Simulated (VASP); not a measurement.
Write the native input for VASP 6.6.1 that does the following.

* Task: relaxation of the atoms
* Functional: PBE
* Potentials or basis: VASP PAW PBE potentials, release 64 (Al, Cl)
* Cutoff: 450 eV
* k mesh: 9 × 9 × 1
* Occupations: gaussian, width 0.1 eV
* Spin: no spin polarisation
* Dipole correction: yes
* Atoms held fixed (from 0): [0, 1, 2]
* Further INCAR settings: ALGO = Normal; EDIFF = 1e-07; NELMDL = -8; IBRION = 2; EDIFFG = -0.025; NSW = 36
* Atoms held along some axes (from 0): atom 3 along a and b

The structure of Al3Cl lies in POSCAR:

```
Al3Cl
1.0
    2.8567582918      0.0000000000      0.0000000000
    0.0000000000      2.8567582918      0.0000000000
    0.0000000000      0.0000000000     19.6746954375
Al Cl
3 1
Selective dynamics
Direct
    0.5000000000      0.5000000000      0.2033068320  F F F
    0.0000000000      0.0000000000      0.3092728611  F F F
    0.5000000000      0.5000000000      0.4154928580  F F F
    0.5000000000      0.6666666667      0.5197989115  F F T
```

One way to write it, as run:

INCAR

```
ALGO = Normal
DIPOL = 0.5 0.5 0.362
EDIFF = 1E-7
EDIFFG = -0.025
ENCUT = 450
GGA = PE
GGA_COMPAT = F
IBRION = 2
IDIPOL = 3
ISIF = 2
ISMEAR = 0
LASPH = T
LCHARG = F
LDIPOL = T
LREAL = F
LWAVE = F
NELM = 120
NELMDL = -8
NELMIN = 4
NSW = 36
PREC = Accurate
SIGMA = 0.1
```

KPOINTS

```
k-points
0
Gamma
  9 9 1
```

Potentials or basis: VASP PAW PBE potentials, release 64 (Al, Cl).

Run with:

```sh
$ cat potpaw_PBE.64/Al/POTCAR potpaw_PBE.64/Cl/POTCAR > POTCAR
$ mpirun -np 1 vasp_std > vasp.out
```

It gave:

```json
{"Energy gained by relaxing": "0.0 meV/atom", "Ionic steps": "3", "Band gap on the k mesh": "zero (bands 8 and 9 overlap by 0.85 eV)"}
```

Wall time 120 s on 1 thread of Intel(R) Xeon(R) Platinum 8175M CPU @ 2.50GHz (Skylake/Cascade Lake), with other jobs on the host, peak memory 0.24 GiB.
